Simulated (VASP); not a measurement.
# AlGaN2 (P-4m2) in VASP: a series of runs, part 2 of 2

VASP 6.6.1. Earlier steps stand in the parts before.

### Step 6. Single point, LDA (strain +0.000 along x and y, -0.050 along z)

INCAR

```
PREC     = Accurate       # precision mode
ENCUT    = 520            # plane-wave cutoff, eV
EDIFF    = 1E-7           # SCF threshold, eV
ISMEAR   = 0              # smearing method
SIGMA    = 0.05           # smearing width, eV
LREAL    = F              # projectors in reciprocal space
LASPH    = T              # aspherical terms in the spheres
NELM     = 80             # most SCF steps
ALGO     = Normal         # electronic algorithm
ISIF     = 2              # what is computed and relaxed
LWAVE    = F              # write WAVECAR
LCHARG   = T              # write CHGCAR
GGA      = CA             # functional
LELF     = T              # ELF
LVHAR    = T            
NBANDS   = 21             # bands
```

KPOINTS

```
regular mesh
0
Gamma
  8 8 6
```

POSCAR

```
AlGaN2
1.0
    3.1152864692      0.0000000000      0.0000000000
    0.0000000000      3.1152864692      0.0000000000
    0.0000000000      0.0000000000      4.1651136599
Al Ga N
1 1 2
Direct
    0.5000000000      0.5000000000      0.5000000000
    0.0000000000      0.0000000000      0.0000000000
    0.5000000000      0.0000000000      0.7400513246
    0.0000000000      0.5000000000      0.2599486754
```

Potentials or basis: VASP PAW LDA potentials, release 64 (Al, Ga_d, N).

The run is started by

```console
> cat potpaw_LDA.64/Al/POTCAR potpaw_LDA.64/Ga_d/POTCAR potpaw_LDA.64/N/POTCAR > POTCAR
> mpirun -np 1 vasp_std > vasp.out
```

OUTCAR:

```text
PREC = Accurate
   ENCUT = 520
   EDIFF = 1E-7
   ISMEAR = 0
   LREAL = F
   LASPH = T
   NELM = 80
   ISIF = 2
   GGA = CA

 ion  position               nearest neighbor table
   1  0.500  0.500  0.500-   3 1.85   4 1.85   3 1.85   4 1.85   2 3.03   2 3.03   2 3.03   2 3.03
                             2 3.03   2 3.03   2 3.03   2 3.03
   2  0.000  0.000  0.000-   3 1.90   4 1.90   4 1.90   3 1.90   1 3.03   1 3.03   1 3.03   1 3.03
                             1 3.03   1 3.03   1 3.03   1 3.03
   3  0.500  0.000  0.740-   1 1.85   1 1.85   2 1.90   2 1.90
   4  0.000  0.500  0.260-   1 1.85   1 1.85   2 1.90   2 1.90

  LATTYP: Found a simple tetragonal cell.
 ALAT       =     3.1152864692
 C/A-ratio  =     1.3369921839

  Lattice vectors:

 A1 = (   3.1152864692,   0.0000000000,   0.0000000000)
 A2 = (   0.0000000000,   3.1152864692,   0.0000000000)
 A3 = (   0.0000000000,   0.0000000000,   4.1651136599)

Analysis of symmetry for initial positions (statically):
=====================================================================
 Subroutine PRICEL returns:
 Original cell was already a primitive cell.

 Routine SETGRP: Setting up the symmetry group for a
 simple tetragonal supercell.

 Subroutine GETGRP returns: Found  8 space group operations
 (whereof  8 operations were pure point group operations)
 out of a pool of 16 trial point group operations.

The static configuration has the point symmetry D_2d.

Analysis of symmetry for dynamics (positions and initial velocities):
=====================================================================
 Subroutine PRICEL returns:
 Original cell was already a primitive cell.

 Routine SETGRP: Setting up the symmetry group for a
 simple tetragonal supercell.

 Subroutine GETGRP returns: Found  8 space group operations
 (whereof  8 operations were pure point group operations)
 out of a pool of 16 trial point group operations.

The dynamic configuration has the point symmetry D_2d.

 Subroutine INISYM returns: Found  8 space group operations
 (whereof  8 operations are pure point group operations),
 and found     1 'primitive' translations

----------------------------------------------------------------------------------------

                                     Primitive cell

  volume of cell :      40.4225

  direct lattice vectors                    reciprocal lattice vectors
     3.115286469  0.000000000  0.000000000     0.320997767  0.000000000  0.000000000
     0.000000000  3.115286469  0.000000000     0.000000000  0.320997767  0.000000000
     0.000000000  0.000000000  4.165113660     0.000000000  0.000000000  0.240089487

  length of vectors
     3.115286469  3.115286469  4.165113660     0.320997767  0.320997767  0.240089487

  position of ions in fractional coordinates (direct lattice)
     0.500000000  0.500000000  0.500000000
     0.000000000  0.000000000  0.000000000
     0.500000000  0.000000000  0.740051325
     0.000000000  0.500000000  0.259948675

  ion indices of the primitive-cell ions
   primitive index   ion index
                 1           1
                 2           2
                 3           3
                 4           4

----------------------------------------------------------------------------------------

 KPOINTS: regular mesh

Automatic generation of k-mesh.
 Grid dimensions read from file:
 generate k-points for:    8    8    6

 Generating k-lattice:

  Cartesian coordinates                     Fractional coordinates (reciprocal lattice)
     0.040124721  0.000000000  0.000000000     0.125000000  0.000000000  0.000000000
     0.000000000  0.040124721  0.000000000     0.000000000  0.125000000  0.000000000
     0.000000000  0.000000000  0.040014914     0.000000000  0.000000000  0.166666667

  Length of vectors
     0.040124721  0.040124721  0.040014914

  Shift w.r.t. Gamma in fractional coordinates (k-lattice)
     0.000000000  0.000000000  0.000000000

 Subroutine IBZKPT returns following result:
 ===========================================

 Found     60 irreducible k-points:

 Following reciprocal coordinates:
            Coordinates               Weight
  0.000000  0.000000  0.000000      1.000000
  0.125000  0.000000  0.000000      4.000000
  0.250000  0.000000  0.000000      4.000000
  0.375000  0.000000  0.000000      4.000000
  0.500000  0.000000  0.000000      2.000000
  0.125000  0.125000  0.000000      4.000000
[... 16 lines left out ...]
  0.375000  0.125000  0.166667     16.000000
  0.500000  0.125000  0.166667      8.000000
 [... further k-points ...]
   k-points           NKPTS =     60   k-points in BZ     NKDIM =     60   number of bands    NBANDS=     21
   number of dos      NEDOS =    301   number of ions     NIONS =      4
   total plane-waves  NPLWV =  18432
   dimension x,y,z NGX =    24 NGY =   24 NGZ =   32
   dimension x,y,z NGXF=    48 NGYF=   48 NGZF=   64
   ions per type =               1   1   2
   NGX,Y,Z   is equivalent  to a cutoff of  12.81, 12.81, 12.77 a.u.
   NGXF,Y,Z  is equivalent  to a cutoff of  25.61, 25.61, 25.54 a.u.
 SYSTEM =  unknown system
   PREC   = accura    normal or accurate (medium, high low for compatibility)
   ISTART =      0    job   : 0-new  1-cont  2-samecut
   ICHARG =      2    charge: 1-file 2-atom 10-const
   ISPIN  =      1    spin polarized calculation?
   LNONCOLLINEAR =      F non collinear calculations
   LSORBIT =      F    spin-orbit coupling
   LASPH  =      T    aspherical Exc in radial PAW
   ENCUT  =  520.0 eV  38.22 Ry    6.18 a.u.   5.79  5.79  7.74*2*pi/ulx,y,z
   NELM   =     80;   NELMIN=  2; NELMDL= -5     # of ELM steps
   EDIFF  = 0.1E-06   stopping-criterion for ELM
   LREAL  =      F    real-space projection
   EDIFFG = 0.1E-05   stopping-criterion for IOM
   NSW    =      0    number of steps for IOM
   IBRION =     -1    ionic relax: 0-MD 1-quasi-New 2-CG
   NFREE  =      0    steps in history (QN), initial steepest desc. (CG)
   ISIF   =      2    stress and relaxation
   ISYM   =      2    0-nonsym 1-usesym 2-fastsym
   POTIM  = 0.5000    time-step for ionic-motion
   TEBEG  =    0.0;   TEEND  =   0.0 temperature during run
   PSTRESS=    0.0 pullay stress
   NELECT =      26.0000    total number of electrons
   NUPDOWN=      -1.0000    fix difference up-down
   EMIN   =  10.00;   EMAX   =-10.00  energy-range for DOS
   EFERMI =   0.00;   METHOD = LEGACY
   ISMEAR =     0;   SIGMA  =   0.05  broadening in eV -4-tet -1-fermi 0-gaus
   EFERMI_NEDOS =   21; number of points for ismear=-14 and -15
   IALGO  =     38    algorithm
   IMIX   =      4    mixing-type and parameters
     AMIX     =   0.40;   BMIX     =  1.00
     AMIX_MAG =   1.60;   BMIX_MAG =  1.00
  volume/ion in A,a.u.               =      10.11        68.20
  Fermi-wavevector in a.u.,A,eV,Ry     =   1.413161  2.670487 27.171164  1.997024
  Thomas-Fermi vector in A             =   2.534835
   LORBIT       =      0    0 simple, 1 ext, 2 COOP (PROOUT), +10 PAW based schemes
   GGA     = CA    functional components
   LHFCALC =     F    Hartree Fock is set to
   AEXX    =    0.0000 exact exchange contribution
   IVDW    =     0    specifies the selected vdW correction
   LEPSILON=     F    determine dielectric tensor
   LRPA    =     F    only Hartree local field effects (RPA)
 non-spin polarized calculation
 Gauss-broadening in eV      SIGMA  =   0.05
  energy-cutoff  :      520.00
  volume of cell :       40.42
 maximum number of plane-waves:      1112
 NGX is ok and might be reduce to    24
   NGX = 11   NGY = 11   NGZ = 15

 number of electron      25.9999985 magnetization

 Free energy of the ion-electron system (eV)
  ---------------------------------------------------
  ext. energy  EPLUGINS =         0.00000000
  ---------------------------------------------------
  free energy    TOTEN  =       -30.20296375 eV

  energy without entropy =      -30.20296375  energy(sigma->0) =      -30.20296375

 E-fermi :   6.4593     XC(G=0): -12.1034

 val. band max:        6.1582117739   @ k =   0.0000   0.0000   0.0000
 cond. band min:       9.5802758862   @ k =   0.0000   0.0000   0.0000
 fundamental gap:      3.4220641123
 Fermi energy:         6.4592891298

 k-point     1 :       0.0000    0.0000    0.0000
  band No.  band energies     occupation
      1      -9.7309      2.00000
      2      -8.0475      2.00000
      3      -6.9000      2.00000
      4      -6.9000      2.00000
      5      -6.8475      2.00000
      6      -6.6226      2.00000
[... 550 lines left out ...]
      5      -6.7435      2.00000
      6      -6.0301      2.00000
[... 13 lines left out ...]
     20      18.6567      0.00000
     21      18.8475      0.00000

 [... further k-points ...]
[... 5 lines left out ...]
  --------------------------------------------------------------------------------------
  -------------------------------------------------------------------------------------
  Total        2.7108857      2.7108857      4.0395011      0.0000000     -0.0000000      0.0000000
  in kB      107.4481522    107.4481522    160.1089026      0.0000000     -0.0000000      0.0000000
  external PRESSURE =     125.0017357 kB  Pullay stress =       0.0000000 kB

 VOLUME and BASIS-vectors are now :
 -----------------------------------------------------------------------------
  energy-cutoff  :      520.00
  volume of cell :       40.42
      direct lattice vectors                 reciprocal lattice vectors
     3.115286469  0.000000000  0.000000000     0.320997767  0.000000000  0.000000000
     0.000000000  3.115286469  0.000000000     0.000000000  0.320997767  0.000000000
     0.000000000  0.000000000  4.165113660     0.000000000  0.000000000  0.240089487

 POSITION                                       TOTAL-FORCE (eV/Angst)
 -----------------------------------------------------------------------------------
      1.55764      1.55764      2.08256         0.000000      0.000000      0.000000
      0.00000      0.00000      0.00000         0.000000     -0.000000      0.000000
      1.55764      0.00000      3.08240        -0.000000     -0.000000     -0.152421
      0.00000      1.55764      1.08272         0.000000     -0.000000      0.152421
 -----------------------------------------------------------------------------------
    total drift:                                0.000000      0.000000      0.000000

  FREE ENERGIE OF THE ION-ELECTRON SYSTEM (eV)
  ---------------------------------------------------
  free  energy   TOTEN  =       -30.2029637456 eV

  energy  without entropy=      -30.2029637456  energy(sigma->0) =      -30.20296375
```

Wall time 51 s (1 thread of Intel Xeon 8259CL, shared host); peak memory 0.17 GiB.

What came out:

* Free energy: -30.2030 eV
* Pressure: 12.5 GPa
* Largest force: 0.152 eV/Å
* Band gap on the k mesh: 3.42 eV, direct

Forces on the atoms (eV/Å):
```
Al   0.000  0.000  0.000
Ga   0.000  0.000  0.000
N    0.000  0.000 -0.152
N    0.000  0.000  0.152
```

Stress tensor (GPa, compression positive):
```
10.74  0.00  0.00
 0.00 10.74  0.00
 0.00  0.00 16.01
```

Levels at points of the mesh, in eV from the valence-band top:
```tsv
k point	band 9	band 10	band 11	band 12	band 13	band 14	band 15	band 16	band 17	band 18
(0.00, 0.00, 0.00)	-2.76	-2.76	-0.06	0.00	0.00	3.42	3.51	7.35	11.81	11.81
(0.50, 0.00, 0.00)	-4.47	-2.93	-2.74	-1.19	-0.96	7.26	7.69	7.88	8.65	11.27
(0.50, 0.50, 0.00)	-5.29	-2.26	-2.26	-2.26	-2.22	3.45	3.45	7.09	9.22	12.84
(0.00, 0.00, 0.50)	-2.30	-1.84	-1.84	-1.18	-1.18	5.67	5.92	8.34	9.26	12.09
(0.50, 0.00, 0.50)	-6.57	-1.16	-0.77	-0.73	-0.33	5.76	7.02	9.54	9.88	10.10
(0.50, 0.50, 0.50)	-4.55	-4.34	-3.52	-3.52	-3.48	6.69	6.69	9.75	11.03	11.95
```

Caveat: the cell differs from its parent crystal (strain +0.000 along x and y, -0.050 along z). A k mesh can miss the band edges.

### Step 7. Summary

| cell | gap on the mesh (eV) | pressure (GPa) | largest force (eV/Å) |
| --- | --- | --- | --- |
| a = 3.037, b = 3.037, c = 4.165 Å, 4 atoms | 3.37 | 27.1 | 0.15 |
| a = 2.960, b = 2.960, c = 4.494 Å, 4 atoms | 2.99 | 19.7 | 0.08 |
| a = 3.037, b = 3.037, c = 4.275 Å, 4 atoms | 3.26 | 19.5 | 0.07 |
| a = 2.960, b = 2.960, c = 4.604 Å, 4 atoms | 2.91 | 12.8 | 0.13 |
| a = 3.115, b = 3.115, c = 4.165 Å, 4 atoms | 3.42 | 12.5 | 0.15 |

Alike in all rows: task single point; level LDA; potentials or basis VASP PAW LDA potentials, release 64 (Al, Ga_d, N); no spin polarisation; k mesh 8 × 8 × 6; cutoff (eV) 520; smearing gaussian 0.05 eV.

Total energies depend on the potentials used, so only differences within one code and one set of settings carry meaning.
